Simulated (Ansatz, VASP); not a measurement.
**Two plane-wave programs on Ge4MoW**

The input INCAR:

```
PREC = Accurate ; ENCUT = 520
EDIFF = 1E-7 ; ISMEAR = 0
SIGMA = 0.1 ; LREAL = F
LASPH = T ; NELM = 150
ALGO = Normal ; ISIF = 2
LWAVE = F ; LCHARG = F
ISPIN = 2 ; MAGMOM = 0 0 0 0 1 0
LORBIT = 11 ; LMAXMIX = 4
GGA = PE ; NBANDS = 55
```

The input KPOINTS:

```
Automatic mesh
0
Gamma
  6 6 2
```

Contents of POSCAR:

```
Ge4MoW
1.0
    3.3397563000      0.0000000000      0.0000000000
    0.0000000000      3.3397563000      0.0000000000
    0.0000000000      0.0000000000      8.2881637000
Ge Mo W
4 1 1
Direct
    0.0000000000      0.0000000000      0.6627370000
    0.5000000000      0.5000000000      0.1614470000
    0.0000000000      0.0000000000      0.3372630000
    0.5000000000      0.5000000000      0.8385530000
    0.0000000000      0.0000000000      0.0000000000
    0.5000000000      0.5000000000      0.5000000000
```

Input for Ansatz:

```yaml
crystal:
  lattice:
    - [3.3397563, 0.0, 0.0]
    - [0.0, 3.3397563, 0.0]
    - [0.0, 0.0, 8.2881637]
  atoms:
    - { symbol: Ge, position: [0.0, 0.0, 0.662737] }
    - { symbol: Ge, position: [0.5, 0.5, 0.161447] }
    - { symbol: Ge, position: [0.0, 0.0, 0.337263] }
    - { symbol: Ge, position: [0.5, 0.5, 0.838553] }
    - { symbol: Mo, position: [0.0, 0.0, 0.0], spin: 1.0 }
    - { symbol: W, position: [0.5, 0.5, 0.5] }
basis:
  ecutwfc: 420
kpoints:
  mp_grid: { grid: [6, 6, 2] }
hamiltonian:
  xc: pbe
scf:
  occupations: { method: gaussian, width: 0.1 }
  lower_state_search: "off"
output:
  forces: true
  stress: true
  eigenvalues: true
  populations: true
magnetization:
  spin_polarized: true
```

Alike in both runs: task single point; functional PBE; k mesh 6 × 6 × 2; occupations gaussian, width 0.1 eV; collinear spin.

|  | VASP | Ansatz |
| --- | --- | --- |
| version | VASP 6.6.1 | Ansatz 0.2.0 |
| potentials or method | VASP PAW PBE potentials, release 64 (Ge_d, Mo_sv, W_sv), cutoff 520 eV | scalar-relativistic, plane waves, PAW |
| valence electrons in the cell | 84 | 84 |

```csv
,VASP,Ansatz,Ansatz less VASP
gap on the k mesh at the Fermi level (eV),none,none,-
pressure (GPa),0.4,0.2,-0.23
"traceless stress, the component that is largest in VASP (GPa)",0.76,0.74,-0.015
rms of the force components (eV/Å),0.019,0.017,-0.0017
net moment per atom (μB),0.00,0.00,0.000
```

Atom by atom the forces differ by 0.003 eV/Å (rms over components). A gap of «none» marks a metal or a gap that the smearing closes. With one functional, cell and mesh, what is left measures potentials, basis and numerics. Ansatz's warnings: seeded moment not kept.

The k mesh is coarse, so the values compare programs but aren't converged. Spin-orbit coupling is off throughout.
